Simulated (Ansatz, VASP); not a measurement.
**Two plane-wave programs on Mg3S2**

```
CELL_PARAMETERS angstrom
3.63995 -0.00562 -0.18996
-1.82800 3.14725 -0.17985
-0.90390 -1.50346 17.63911
ATOMIC_POSITIONS crystal
Mg 0.23008 0.40712 0.82368
Mg 0.42258 0.24929 0.32396
Mg 0.90512 0.41569 0.17593
Mg 0.44090 0.92453 0.67616
Mg 0.06589 0.91259 0.00033
Mg 0.93514 0.08916 0.50052
S 0.64555 0.16078 0.91222
S 0.18185 0.67108 0.41204
S 0.68868 0.50613 0.58750
S 0.48421 0.66362 0.08766
```

Change from the starting cell: cell x1, atoms moved at random (sigma 0.15 Å) and cell strained at random (1.5 %), then relaxed without symmetry.

Alike in both runs: functional PBE; k mesh 6 × 6 × 1; occupations gaussian, width 0.1 eV; no spin polarisation.

Ansatz relaxed the structure, and its values are those at the end. VASP's run is a single point on that final structure, the one shown.

```csv
,VASP,Ansatz
version,VASP 6.6.1,Ansatz 0.2.0
potentials or method,"VASP PAW PBE potentials, release 64 (Mg, S), cutoff 520 eV","scalar-relativistic, plane waves, PAW"
valence electrons in the cell,36,84
```

```tsv
	VASP	Ansatz	Ansatz less VASP
gap on the k mesh at the Fermi level (eV)	none	none	-
pressure (GPa)	-0.2	0.0	+0.23
rms of the force components (eV/Å)	0.005	0.007	+0.0016
```

A gap of «none» marks a metal or a gap that the smearing closes. With one functional, cell and mesh, what is left measures potentials, basis and numerics. VASP's potentials hold 36 valence electrons a cell and Ansatz's 84, so a difference there can come from the potentials and not from the codes.

The k mesh is coarse, so the values compare programs but aren't converged.
